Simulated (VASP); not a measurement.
# Si2GeC3 (P6/mmm) in VASP: notebook, part 2 of 2

VASP 6.6.1.

## (3) Relaxation of cell and atoms, PBE

This run uses another cell than the first one, of 18.23 Å³/atom.

The input, INCAR:

```
SYSTEM = Si2GeC3
PREC     = Accurate       ! precision mode
ENCUT    = 600            ! plane-wave cutoff, eV
EDIFF    = 1E-6           ! SCF threshold, eV
ISMEAR   = 0              ! smearing method
SIGMA    = 0.1            ! smearing width, eV
LREAL    = .False.        ! projectors in reciprocal space
LASPH    = .True.         ! aspherical terms in the spheres
NELM     = 100            ! most SCF steps
ALGO     = Normal         ! electronic algorithm
ISIF     = 3              ! what is computed and relaxed
LWAVE    = .False.        ! write WAVECAR
LCHARG   = .False.        ! write CHGCAR
GGA      = PE             ! functional
IBRION   = 2              ! ionic algorithm
NSW      = 100            ! ionic steps
EDIFFG   = -0.01          ! ionic threshold
```

The input, KPOINTS:

```
regular mesh
0
Gamma
  12 12 6
  0 0 0
```

The input, POSCAR:

```
Si2GeC3
1.0
    4.5577721678      0.0000000000      0.0000000000
   -2.2788860839      3.9471464820      0.0000000000
    0.0000000000      0.0000000000      6.0786077044
Si Ge C
2 1 3
Direct
    0.3333333333      0.6666666667      0.5000000000
    0.6666666667      0.3333333333      0.5000000000
    0.0000000000      0.0000000000      0.0000000000
    0.0000000000      0.0000000000      0.7141832755
    0.0000000000      0.0000000000      0.2858167245
    0.0000000000      0.0000000000      0.5000000000
```

Potentials or basis: VASP PAW PBE potentials, release 64 (Si, Ge_d, C).

Launch:

```bash
$ cat potpaw_PBE.64/Si/POTCAR potpaw_PBE.64/Ge_d/POTCAR potpaw_PBE.64/C/POTCAR > POTCAR
$ mpirun -np 1 vasp_std > vasp.out
```

OUTCAR:

```text
SYSTEM = Si2GeC3
   PREC = Accurate
   ENCUT = 600
   EDIFF = 1E-6
   ISMEAR = 0
   LREAL = .False.
   LASPH = .True.
   NELM = 100
   ISIF = 3
   GGA = PE
   IBRION = 2
   NSW = 100
   EDIFFG = -0.01

 ion  position               nearest neighbor table
   1  0.333  0.667  0.500-   2 2.63   2 2.63   2 2.63
   2  0.667  0.333  0.500-   1 2.63   1 2.63   1 2.63
   3  0.000  0.000  0.000-   4 1.74   5 1.74
   4  0.000  0.000  0.714-   6 1.30   3 1.74
   5  0.000  0.000  0.286-   6 1.30   3 1.74
   6  0.000  0.000  0.500-   4 1.30   5 1.30

  LATTYP: Found a hexagonal cell.
 ALAT       =     4.5577721678
 C/A-ratio  =     1.3336795874

  Lattice vectors:

 A1 = (   4.5577721678,   0.0000000000,   0.0000000000)
 A2 = (  -2.2788860839,   3.9471464820,   0.0000000000)
 A3 = (   0.0000000000,   0.0000000000,   6.0786077044)

Analysis of symmetry for initial positions (statically):
=====================================================================
 Subroutine PRICEL returns:
 Original cell was already a primitive cell.

 Routine SETGRP: Setting up the symmetry group for a
 hexagonal supercell.

 Subroutine GETGRP returns: Found 24 space group operations
[... 288 lines left out ...]
  free  energy   TOTEN  =       -32.6094152735 eV

  energy  without entropy=      -32.5980535765  energy(sigma->0) =      -32.60373443

[... ionic steps 4 to 8 ...]

--------------------------------------- Ionic step        9  -------------------------------------------

 number of electron      33.9999999 magnetization

------------------------ aborting loop because EDIFF is reached ----------------------------------------
[... 75 lines left out ...]
--------------------------------------- Ionic step       11  -------------------------------------------

 number of electron      33.9999999 magnetization

 Free energy of the ion-electron system (eV)
  ---------------------------------------------------
  ext. energy  EPLUGINS =         0.00000000
  ---------------------------------------------------
  free energy    TOTEN  =       -32.61609481 eV

  energy without entropy =      -32.60590185  energy(sigma->0) =      -32.61099833

 E-fermi :   3.8232     XC(G=0):  -8.9059

 val. band max:        3.8229688643   @ k =   0.1667   0.0000   0.0000
 cond. band min:       3.8233203043   @ k =   0.1667   0.1667   0.3333
 fundamental gap:      0.0003514400
 Fermi energy:         3.8232135722

 k-point     1 :       0.0000    0.0000    0.0000
  band No.  band energies     occupation
      1     -22.3364      2.00000
      2     -22.1249      2.00000
      3     -22.1249      2.00000
      4     -22.0396      2.00000
      5     -22.0396      2.00000
      6     -13.1128      2.00000
[... 565 lines left out ...]
     20       5.2555      0.00000
     21       5.5691      0.00000

 [... further k-points ...]

------------------------ aborting loop because EDIFF is reached ----------------------------------------

  FORCE on cell =-STRESS in cart. coord.  units (eV):
  Direction    XX          YY          ZZ          XY          YZ          ZX
  --------------------------------------------------------------------------------------
  -------------------------------------------------------------------------------------
  Total       -0.0180178     -0.0180178     -0.0170447     -0.0000000      0.0000000      0.0000000
  in kB       -0.2584091     -0.2584091     -0.2444529     -0.0000000      0.0000000      0.0000000
  external PRESSURE =      -0.2537571 kB  Pullay stress =       0.0000000 kB
[... 21 lines left out ...]
  FREE ENERGIE OF THE ION-ELECTRON SYSTEM (eV)
  ---------------------------------------------------
  free  energy   TOTEN  =       -32.6160948112 eV

  energy  without entropy=      -32.6059018457  energy(sigma->0) =      -32.61099833

 reached required accuracy - stopping structural energy minimisation
```

OSZICAR:

```text
N       E                     dE             d eps       ncg     rms          rms(c)
DAV:   1     0.260813082118E+03    0.26081E+03   -0.17101E+04  3801   0.259E+03
[... 94 lines left out ...]
       N       E                     dE             d eps       ncg     rms          rms(c)
DAV:   1    -0.326164212782E+02   -0.12183E-02   -0.42442E-02  3192   0.150E+00    0.108E-01
DAV:   2    -0.326161590088E+02    0.26227E-03   -0.17566E-03  3946   0.307E-01    0.617E-02
DAV:   3    -0.326161104513E+02    0.48557E-04   -0.42826E-04  3769   0.119E-01    0.307E-02
DAV:   4    -0.326160995721E+02    0.10879E-04   -0.84570E-05  4057   0.645E-02    0.175E-02
DAV:   5    -0.326160946408E+02    0.49314E-05   -0.94966E-06  3781   0.293E-02    0.280E-03
DAV:   6    -0.326160948112E+02   -0.17045E-06   -0.26578E-06  3162   0.103E-02
  11 F= -.32616095E+02 E0= -.32610998E+02  d E =-.648739E-04
```

CONTCAR:

```text
Si2GeC3
   1.00000000000000
     4.6174417600466269   -0.0000000000000000    0.0000000000000000
    -2.3087208800233134    3.9988218647199658   -0.0000000000000000
     0.0000000000000000   -0.0000000000000000    6.0502073220702322
  Si              Ge              C
     2     1     3
Direct
     0.3333333332999970    0.6666666667000030    0.5000000000000000
     0.6666666667000030    0.3333333332999970    0.5000000000000000
     0.0000000000000000    0.0000000000000000    0.0000000000000000
     0.0000000000000000    0.0000000000000000    0.7147773906247805
     0.0000000000000000    0.0000000000000000    0.2852226093752195
     0.0000000000000000    0.0000000000000000    0.5000000000000000

  0.00000000E+00  0.00000000E+00  0.00000000E+00
  0.00000000E+00  0.00000000E+00  0.00000000E+00
  0.00000000E+00  0.00000000E+00  0.00000000E+00
  0.00000000E+00  0.00000000E+00  0.00000000E+00
  0.00000000E+00  0.00000000E+00  0.00000000E+00
  0.00000000E+00  0.00000000E+00  0.00000000E+00
```

It took 8.1 min on 1 thread of Intel Xeon 6975P-C (Granite Rapids), shared host; peak memory 0.4 GiB.

Results:

| Property | Result |
| --- | --- |
| Free energy | -32.6161 eV |
| Relaxed volume | 18.62 Å³/atom |
| Relaxed cell | a = 4.617 Å, b = 4.617 Å, c = 6.050 Å, α = 90.00°, β = 90.00°, γ = 120.00° |
| Space group after relaxing (to 0.1 Å) | P6/mmm (No. 191) |
| Energy gained by relaxing | 2.4 meV/atom |
| Ionic steps | 11 |
| Pressure after relaxing | 0.0 GPa |
| Band gap on the k mesh | zero (bands 17 and 18 overlap by 2.85 eV) |

The path:
```csv
step,energy change (eV),largest force (eV/Å),pressure (GPa),volume (Å³)
1,0.0000,0.2261,0.05,109.36
2,0.0022,0.4726,1.88,109.43
3,-0.0077,0.0786,0.89,109.39
4,-0.0135,0.0741,0.38,110.86
5,-0.0140,0.0700,-0.16,112.14
6,-0.0143,0.0714,-0.17,111.87
7,-0.0142,0.0734,0.01,111.36
8,-0.0143,0.0723,0.00,111.56
9,-0.0143,0.0718,-0.06,111.71
10,-0.0135,0.2692,0.18,111.71
11,-0.0144,0.0007,-0.03,111.71
```

Final structure:
```cif
data_structure
_symmetry_space_group_name_H-M 'P 1'
_symmetry_Int_Tables_number 1
_cell_length_a 4.6174
_cell_length_b 4.6174
_cell_length_c 6.0502
_cell_angle_alpha 90.000
_cell_angle_beta 90.000
_cell_angle_gamma 120.000
_cell_volume 111.71
loop_
_atom_site_label
_atom_site_type_symbol
_atom_site_fract_x
_atom_site_fract_y
_atom_site_fract_z
_atom_site_occupancy
Si1 Si 0.33333 0.66667 0.50000 1
Si2 Si 0.66667 0.33333 0.50000 1
Ge1 Ge 0.00000 0.00000 0.00000 1
C1 C 0.00000 0.00000 0.71478 1
C2 C 0.00000 0.00000 0.28522 1
C3 C 0.00000 0.00000 0.50000 1
```
